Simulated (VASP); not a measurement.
Here is a VASP 6.6.1 calculation.

File POSCAR:

```
Ce
1.0
    0.0000000000      2.3514226545      2.3514226545
    2.3514226545      0.0000000000      2.3514226545
    2.3514226545      2.3514226545      0.0000000000
Ce
1
Direct
    0.0000000000      0.0000000000      0.0000000000
```

The input INCAR.step1:

```
SYSTEM = Ce
PREC     = Accurate       ! precision mode
ENCUT    = 520            ! plane-wave cutoff, eV
ISMEAR   = -1             ! smearing method
SIGMA    = 0.1            ! smearing width, eV
LREAL    = .FALSE.        ! projectors in reciprocal space
LASPH    = .TRUE.         ! aspherical terms in the spheres
NELM     = 80             ! most SCF steps
NBANDS   = 12             ! bands
GGA      = PE             ! functional
ALGO     = Normal         ! electronic algorithm
EDIFF    = 1E-4           ! SCF threshold, eV
LWAVE    = .TRUE.         ! write WAVECAR
LCHARG   = .FALSE.        ! write CHGCAR
```

INCAR.step2

```
SYSTEM = Ce
PREC     = Accurate       ! precision mode
ENCUT    = 520            ! plane-wave cutoff, eV
EDIFF    = 1E-7           ! SCF threshold, eV
ISMEAR   = -1             ! smearing method
SIGMA    = 0.1            ! smearing width, eV
LREAL    = .FALSE.        ! projectors in reciprocal space
LASPH    = .TRUE.         ! aspherical terms in the spheres
NELM     = 80             ! most SCF steps
ALGO     = Normal         ! electronic algorithm
ISIF     = 2              ! what is computed and relaxed
LWAVE    = .FALSE.        ! write WAVECAR
LCHARG   = .FALSE.        ! write CHGCAR
METAGGA  = R2SCAN         ! meta-GGA
LMIXTAU  = .TRUE.       
NBANDS   = 12             ! bands
ISTART   = 1
```

File KPOINTS:

```
regular mesh
0
G
  12 12 12
  0 0 0
```

Potentials or basis: VASP PAW PBE potentials, release 64 (Ce).

Run with:

```bash
$ cat potpaw_PBE.64/Ce/POTCAR > POTCAR
$ cp INCAR.step1 INCAR
$ mpirun -np 1 vasp_std > vasp.out
$ cp INCAR.step2 INCAR
$ mpirun -np 1 vasp_std > vasp.out
```

(1) Predict the band gap on the k mesh.

(2) What does it give for the pressure?

Results:

(1) zero (bands 6 and 7 overlap by 0.55 eV).

(2) -1.0 GPa.

Caveat: the PAW data sets were made with another functional, which shifts forces and pressure a little; spin-orbit coupling is left out, which moves the levels of the heavy elements; semilocal functionals describe open f shells poorly, which spoils levels, moments and volumes.
